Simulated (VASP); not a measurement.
# B4N3 in VASP: relaxation of the atoms with PBE+D3(BJ)

Aim: the relaxation of the atoms of B4N3 with PBE+D3(BJ).

Everything below comes from runs of VASP 6.6.1. Logs are shortened: lines on timing, memory, paths and dates and some standing lists are left out, and cuts for length are marked.

### 1 The cell of the first run

The cell holds a slab with vacuum, 7 atoms: a = 2.506 Å, b = 2.506 Å, c = 25.593 Å, α = 90.00°, β = 90.00°, γ = 120.00°.

### 2 Relaxation of the atoms, PBE+D3(BJ), collinear spin

The input, INCAR:

```
SYSTEM = B4N3
PREC = Accurate ; ENCUT = 520
EDIFF = 1E-7 ; ISMEAR = 0
SIGMA = 0.05 ; LREAL = .FALSE.
LASPH = .TRUE. ; NELM = 150
ALGO = Normal ; ISIF = 2
LWAVE = .FALSE. ; LCHARG = .FALSE.
ISPIN = 2 ; MAGMOM = 0 0 0 1 0 0 0
LORBIT = 11 ; LDIPOL = .TRUE.
IDIPOL = 3 ; DIPOL = 0.5 0.5 0.489
GGA = PE ; IVDW = 12
IBRION = 2 ; NSW = 45
EDIFFG = -0.02 ; KPAR = 2
```

The input, KPOINTS:

```
regular mesh
0
G
  12 12 1
  0 0 0
```

The input, POSCAR:

```
B4N3
1.0
    2.5061138139      0.0000000000      0.0000000000
   -1.2530569069      2.1703582276      0.0000000000
    0.0000000000      0.0000000000     25.5926876535
B N
4 3
Selective dynamics
Direct
    0.6666666667      0.3333333333      0.3321261180  F F F
    0.3333333333      0.6666666667      0.4620997192  F F F
    0.0000000000      0.0000000000      0.5919331793  F F F
    0.6666666667      0.3333333333      0.6529628122  F F T
    0.3333333333      0.6666666667      0.3322402186  F F F
    0.0000000000      0.0000000000      0.4621445630  F F F
    0.6666666667      0.3333333333      0.5920079011  F F F
```

Potentials or basis: VASP PAW PBE potentials, release 64 (B, N).

Started as:

```console
> cat potpaw_PBE.64/B/POTCAR potpaw_PBE.64/N/POTCAR > POTCAR
> mpirun -np 2 vasp_std > vasp.out
```

OUTCAR:

```text
SYSTEM = B4N3
   PREC = Accurate
   ENCUT = 520
   EDIFF = 1E-7
   ISMEAR = 0
   LREAL = .FALSE.
   LASPH = .TRUE.
   NELM = 150
   ISIF = 2
   ISPIN = 2
   LORBIT = 11
   GGA = PE
   IVDW = 12
   IBRION = 2
   NSW = 45
   EDIFFG = -0.02
 IVDW          = 12

 ion  position               nearest neighbor table
   1  0.667  0.333  0.332-   5 1.45   5 1.45   5 1.45
   2  0.333  0.667  0.462-   6 1.45   6 1.45   6 1.45
   3  0.000  0.000  0.592-   7 1.45   7 1.45   7 1.45   4 2.13   4 2.13   4 2.13
   4  0.667  0.333  0.653-   7 1.56   3 2.13   3 2.13   3 2.13
   5  0.333  0.667  0.332-   1 1.45   1 1.45   1 1.45
   6  0.000  0.000  0.462-   2 1.45   2 1.45   2 1.45
   7  0.667  0.333  0.592-   3 1.45   3 1.45   3 1.45   4 1.56

  LATTYP: Found a hexagonal cell.
 ALAT       =     2.5061138139
 C/A-ratio  =    10.2121011071

  Lattice vectors:

 A1 = (   2.5061138139,   0.0000000000,   0.0000000000)
 A2 = (  -1.2530569069,   2.1703582276,   0.0000000000)
 A3 = (   0.0000000000,   0.0000000000,  25.5926876535)

Analysis of symmetry for initial positions (statically):
=====================================================================
 Subroutine PRICEL returns:
 Original cell was already a primitive cell.

 Routine SETGRP: Setting up the symmetry group for a
 hexagonal supercell.

 Subroutine GETGRP returns: Found  6 space group operations
 (whereof  6 operations were pure point group operations)
 out of a pool of 24 trial point group operations.

The static configuration has the point symmetry C_3v.

Analysis of symmetry for dynamics (positions and initial velocities):
=====================================================================
 Subroutine PRICEL returns:
 Original cell was already a primitive cell.

 Routine SETGRP: Setting up the symmetry group for a
 hexagonal supercell.

 Subroutine GETGRP returns: Found  6 space group operations
 (whereof  6 operations were pure point group operations)
 out of a pool of 24 trial point group operations.

The dynamic configuration has the point symmetry C_3v.

Analysis of constrained symmetry for selective dynamics:
=====================================================================
 Subroutine PRICEL returns:
 Original cell was already a primitive cell.

 Routine SETGRP: Setting up the symmetry group for a
 hexagonal supercell.

 Subroutine GETGRP returns: Found  6 space group operations
 (whereof  6 operations were pure point group operations)
 out of a pool of 24 trial point group operations.

The constrained configuration has the point symmetry C_3v.

Analysis of structural, dynamic, and magnetic symmetry:
=====================================================================
 Subroutine PRICEL returns:
 Original cell was already a primitive cell.

 Routine SETGRP: Setting up the symmetry group for a
 hexagonal supercell.

 Subroutine GETGRP returns: Found  6 space group operations
 (whereof  6 operations were pure point group operations)
 out of a pool of 24 trial point group operations.

The overall configuration has the point symmetry C_3v.

 Subroutine INISYM returns: Found  6 space group operations
 (whereof  6 operations are pure point group operations),
 and found     1 'primitive' translations

----------------------------------------------------------------------------------------

                                     Primitive cell

  volume of cell :     139.2028

  direct lattice vectors                    reciprocal lattice vectors
     2.506113814  0.000000000  0.000000000     0.399024176  0.230376716  0.000000000
    -1.253056907  2.170358228  0.000000000     0.000000000  0.460753431  0.000000000
     0.000000000  0.000000000 25.592687654     0.000000000  0.000000000  0.039073661

  length of vectors
     2.506113814  2.506113814 25.592687654     0.460753431  0.460753431  0.039073661

  position of ions in fractional coordinates (direct lattice)
     0.666666667  0.333333333  0.332126118
     0.333333333  0.666666667  0.462099719
[... 49 lines left out ...]
  0.416667 -0.000000  0.000000      6.000000
[... 11 lines left out ...]
  0.333333  0.250000  0.000000     12.000000
  0.333333  0.333333  0.000000      2.000000
   k-points           NKPTS =     19   k-points in BZ     NKDIM =     19   number of bands    NBANDS=     18
   number of dos      NEDOS =    301   number of ions     NIONS =      7
   total plane-waves  NPLWV =  76800
   dimension x,y,z NGX =    20 NGY =   20 NGZ =  192
   dimension x,y,z NGXF=    40 NGYF=   40 NGZF=  384
   ions per type =               4   3
   NGX,Y,Z   is equivalent  to a cutoff of  13.27, 13.27, 12.47 a.u.
   NGXF,Y,Z  is equivalent  to a cutoff of  26.53, 26.53, 24.94 a.u.
 SYSTEM =  B4N3
   PREC   = accura    normal or accurate (medium, high low for compatibility)
   ISTART =      0    job   : 0-new  1-cont  2-samecut
   ICHARG =      2    charge: 1-file 2-atom 10-const
   ISPIN  =      2    spin polarized calculation?
   LNONCOLLINEAR =      F non collinear calculations
   LSORBIT =      F    spin-orbit coupling
   LASPH  =      T    aspherical Exc in radial PAW
   ENCUT  =  520.0 eV  38.22 Ry    6.18 a.u.   4.66  4.66 47.59*2*pi/ulx,y,z
   NELM   =    150;   NELMIN=  2; NELMDL= -5     # of ELM steps
   EDIFF  = 0.1E-06   stopping-criterion for ELM
   LREAL  =      F    real-space projection
   EDIFFG = -.2E-01   stopping-criterion for IOM
   NSW    =     45    number of steps for IOM
   IBRION =      2    ionic relax: 0-MD 1-quasi-New 2-CG
   NFREE  =      1    steps in history (QN), initial steepest desc. (CG)
   ISIF   =      2    stress and relaxation
   ISYM   =      2    0-nonsym 1-usesym 2-fastsym
   POTIM  = 0.5000    time-step for ionic-motion
   TEBEG  =    0.0;   TEEND  =   0.0 temperature during run
   PSTRESS=    0.0 pullay stress
   NELECT =      27.0000    total number of electrons
   NUPDOWN=      -1.0000    fix difference up-down
   EMIN   =  10.00;   EMAX   =-10.00  energy-range for DOS
   EFERMI =   0.00;   METHOD = LEGACY
   ISMEAR =     0;   SIGMA  =   0.05  broadening in eV -4-tet -1-fermi 0-gaus
   EFERMI_NEDOS =   21; number of points for ismear=-14 and -15
   IALGO  =     38    algorithm
   IMIX   =      4    mixing-type and parameters
     AMIX     =   0.40;   BMIX     =  1.00
     AMIX_MAG =   1.60;   BMIX_MAG =  1.00
  volume/ion in A,a.u.               =      19.89       134.20
  Fermi-wavevector in a.u.,A,eV,Ry     =   0.947647  1.790794 12.218513  0.898035
  Thomas-Fermi vector in A             =   2.075761
   LORBIT       =     11    0 simple, 1 ext, 2 COOP (PROOUT), +10 PAW based schemes
   GGA     = PE    functional components
   LHFCALC =     F    Hartree Fock is set to
   AEXX    =    0.0000 exact exchange contribution
   IVDW    =    12    specifies the selected vdW correction
   LEPSILON=     F    determine dielectric tensor
   LRPA    =     F    only Hartree local field effects (RPA)
 conjugate gradient relaxation of ions
 spin polarized calculation
 Gauss-broadening in eV      SIGMA  =   0.05
  energy-cutoff  :      520.00
  volume of cell :      139.20
 maximum number of plane-waves:      3783
 NGX is ok and might be reduce to    20
   NGX =  9   NGY =  9   NGZ = 95

 dipolmoment           0.000000      0.000000     -0.000013 electrons x Angstroem

--------------------------------------- Ionic step        1  -------------------------------------------

 number of electron      27.0000002 magnetization       0.0000017

 Free energy of the ion-electron system (eV)
  ---------------------------------------------------
  ext. energy  EPLUGINS =         0.00000000
  ---------------------------------------------------
  free energy    TOTEN  =       -55.43476741 eV

  energy without entropy =      -55.43403115  energy(sigma->0) =      -55.43439928

------------------------ aborting loop because EDIFF is reached ----------------------------------------

 Edisp (eV)   -0.94262

 E8    (eV) :    -0.2916
[... 173 lines left out ...]
--------------------------------------- Ionic step        5  -------------------------------------------

 number of electron      27.0000002 magnetization       0.0000001

 dipolmoment           0.000000      0.000000      0.074704 electrons x Angstroem

 Free energy of the ion-electron system (eV)
  ---------------------------------------------------
  ext. energy  EPLUGINS =         0.00000000
  ---------------------------------------------------
  free energy    TOTEN  =       -55.59927394 eV

  energy without entropy =      -55.59710862  energy(sigma->0) =      -55.59819128

 E-fermi :   0.9818     XC(G=0):  -5.1149

 val. band max:        0.8962422825   @ k =   0.3333   0.3333   0.0000
 cond. band min:       0.9955831062   @ k =   0.0833  -0.0000   0.0000
 fundamental gap:      0.0993408237
 Fermi energy:         0.9817810656

 spin component 1

 k-point     1 :       0.0000    0.0000    0.0000
  band No.  band energies     occupation
      1     -21.0087      1.00000
      2     -20.5709      1.00000
      3     -20.3981      1.00000
      4     -10.6456      1.00000
      5      -8.5754      1.00000
      6      -7.5742      1.00000
[... 375 lines left out ...]
      4     -11.0607      1.00000
      5     -10.7714      1.00000
      6     -10.6874      1.00000
[... 10 lines left out ...]
     17       1.8627      0.00000
     18       3.2185      0.00000
 Fermi energy:         0.9817810656

 spin component 2

 k-point     1 :       0.0000    0.0000    0.0000
  band No.  band energies     occupation
      1     -21.0087      1.00000
      2     -20.5709      1.00000
      3     -20.3981      1.00000
      4     -10.6456      1.00000
      5      -8.5754      1.00000
      6      -7.5742      1.00000
[... 388 lines left out ...]
     17       1.8627      0.00000
     18       3.2185      0.00000

------------------------ aborting loop because EDIFF is reached ----------------------------------------

 vacuum level on the upper side and lower side of the slab       (xc-potential included)         1.089        -1.345

 Edisp (eV)   -1.03706

 E8    (eV) :    -0.3232

  FORCE on cell =-STRESS in cart. coord.  units (eV):
  Direction    XX          YY          ZZ          XY          YZ          ZX
  --------------------------------------------------------------------------------------
  -------------------------------------------------------------------------------------
  Total      -0.78221    -0.78221    -0.10436    -0.00000    -0.00000     0.00000
  in kB      -9.00297    -9.00297    -1.20117    -0.00000    -0.00000     0.00000
  external pressure =       -6.40 kB  Pullay stress =        0.00 kB
[... 22 lines left out ...]
  FREE ENERGIE OF THE ION-ELECTRON SYSTEM (eV)
  ---------------------------------------------------
  free  energy   TOTEN  =       -56.6363297969 eV

  energy  without entropy=      -56.6341644743  energy(sigma->0) =      -56.63524714

 reached required accuracy - stopping structural energy minimisation

 vacuum level on the upper side and lower side of the slab         5.319         2.831

 total charge

# of ion       s       p       d       tot
------------------------------------------
    1        0.743   1.424   0.000   2.167
    2        0.743   1.424   0.000   2.167
    3        0.734   1.444   0.000   2.178
    4        0.823   0.577   0.000   1.400
    5        1.225   2.793   0.000   4.019
    6        1.226   2.794   0.000   4.020
    7        1.233   2.785   0.000   4.018
--------------------------------------------------
tot          6.728  13.240   0.000  19.969

 magnetization (x)

# of ion       s       p       d       tot
------------------------------------------
    1       -0.000   0.000   0.000  -0.000
    2       -0.000  -0.000   0.000  -0.000
    3        0.000   0.000   0.000   0.000
    4        0.000   0.000   0.000   0.000
    5        0.000  -0.000   0.000   0.000
    6        0.000  -0.000   0.000  -0.000
    7        0.000  -0.000   0.000  -0.000
--------------------------------------------------
tot          0.000   0.000   0.000   0.000
```

Run time: 5.5 min. Hardware: 2 MPI ranks of Intel Xeon Platinum 8488C (Sapphire Rapids), shared host; peak memory 0.36 GiB.

Results:

* Free energy: -56.6363 eV
* Energy gained by relaxing: 37.0 meV/atom
* Ionic steps: 5
* Net moment: 0.00 μB per cell
* Valence electrons inside the program's atomic spheres: B 2.17, 2.18, 1.40 (each value once); N 4.02
* Dispersion energy per atom: -0.148 eV

Step by step:
```csv
step,energy change (eV),largest force on free atoms (eV/Å),pressure (GPa)
1,0.0000,2.4466,2.50
2,-0.1768,0.7405,0.63
3,-0.2067,0.4686,0.38
4,-0.2513,0.4316,0.48
5,-0.2589,0.0046,-0.64
```

Final structure:
```xyz
7
Lattice="2.5061 0.0000 0.0000 -1.2531 2.1704 0.0000 0.0000 0.0000 25.5927" Properties=species:S:1:pos:R:3 pbc="T T T"
B     1.2531    0.7235    8.5000
B     0.0000    1.4469   11.8264
B     0.0000    0.0000   15.1492
B     1.2531    0.7235   17.1877
N     0.0000    1.4469    8.5029
N     0.0000    0.0000   11.8275
N     1.2531    0.7235   15.1511
```

Levels at points of the mesh, in eV from the Fermi level:
Spin up:
```
           k point  band 9  band 10  band 11  band 12  band 13  band 14  band 15  band 16  band 17  band 18
(0.00, 0.00, 0.00)   -5.47    -5.20    -5.20    -5.10    -5.10    -0.18     1.14     2.48     3.09     4.32
(0.50, 0.00, 0.00)   -7.89    -6.71    -4.91    -4.60    -3.82    -1.56     0.69     1.22     1.75     4.06
```
Spin down:
| k point | band 11 | band 12 | band 13 | band 14 | band 15 | band 16 |
| --- | --- | --- | --- | --- | --- | --- |
| (0.00, 0.00, 0.00) | -5.20 | -5.10 | -5.10 | -0.18 | 1.14 | 2.48 |
| (0.50, 0.00, 0.00) | -4.91 | -4.60 | -3.82 | -1.56 | 0.69 | 1.22 |
